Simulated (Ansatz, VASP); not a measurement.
**AsAu: VASP beside Ansatz**

Contents of INCAR:

```
SYSTEM = AsAu
  PREC = Accurate
  ENCUT = 600
  EDIFF = 1E-7
  ISMEAR = 0
  SIGMA = 0.1
  LREAL = .False.
  LASPH = .True.
  NELM = 100
  ALGO = Normal
  ISIF = 3
  LWAVE = .False.
  LCHARG = .False.
  GGA = PE
  IBRION = 2
  NSW = 90
  EDIFFG = -0.04
```

File KPOINTS:

```
Automatic mesh
0
Gamma
  4 4 4
  0 0 0
```

POSCAR

```
AsAu
1.0
    5.2500712079      0.0000000000      0.0000000000
    0.0000000000      5.2500712079      0.0000000000
    0.0000000000      0.0000000000      5.2500712079
As Au
4 4
Direct
    0.1340000000      0.1340000000      0.1340000000
    0.3660000000      0.8660000000      0.6340000000
    0.6340000000      0.3660000000      0.8660000000
    0.8660000000      0.6340000000      0.3660000000
    0.8445000000      0.8445000000      0.8445000000
    0.6555000000      0.1555000000      0.3445000000
    0.3445000000      0.6555000000      0.1555000000
    0.1555000000      0.3445000000      0.6555000000
```

Input for Ansatz:

```yaml
crystal:
  lattice:
    - [5.2500712079, 0.0, 0.0]
    - [0.0, 5.2500712079, 0.0]
    - [0.0, 0.0, 5.2500712079]
  atoms:
    - { symbol: As, position: [0.134, 0.134, 0.134] }
    - { symbol: As, position: [0.366, 0.866, 0.634] }
    - { symbol: As, position: [0.634, 0.366, 0.866] }
    - { symbol: As, position: [0.866, 0.634, 0.366] }
    - { symbol: Au, position: [0.8445, 0.8445, 0.8445] }
    - { symbol: Au, position: [0.6555, 0.1555, 0.3445] }
    - { symbol: Au, position: [0.3445, 0.6555, 0.1555] }
    - { symbol: Au, position: [0.1555, 0.3445, 0.6555] }
basis:
  ecutwfc: 420
kpoints:
  mp_grid: { grid: [4, 4, 4] }
hamiltonian:
  xc: pbe
scf:
  occupations: { method: gaussian, width: 0.1 }
  lower_state_search: "off"
output:
  forces: true
  stress: true
  eigenvalues: true
relax:
  adjacent_minimum: "off"
  f_tol: 0.04
  max_steps: 70
  cell: { stress_tol: 0.4 }
```

Alike in both runs: task relaxation of cell and atoms; functional PBE; k mesh 4 × 4 × 4; occupations gaussian, width 0.1 eV; no spin polarisation.

|  | VASP | Ansatz |
| --- | --- | --- |
| version | VASP 6.6.1 | Ansatz 0.2.0 |
| potentials or method | VASP PAW PBE potentials, release 64 (As, Au), cutoff 600 eV | scalar-relativistic, plane waves, PAW |
| valence electrons in the cell | 64 | 136 |

```tsv
	VASP	Ansatz	Ansatz less VASP
gap on the k mesh at the Fermi level, each at its own relaxed structure (eV)	none	none	-
relaxed volume (Å³/atom)	23.64	24.24	+0.595
relaxed cell length with the largest relative difference (Å)	5.740	5.788	+0.0478
```

A gap of «none» marks a metal or a gap that the smearing closes. VASP's potentials hold 64 valence electrons a cell and Ansatz's 136, so a difference there can come from the potentials and not from the codes.

Spin-orbit coupling is off throughout. Noted on VASP's run: the volume moved by over 15 % at a fixed basis, so the end points are rough.
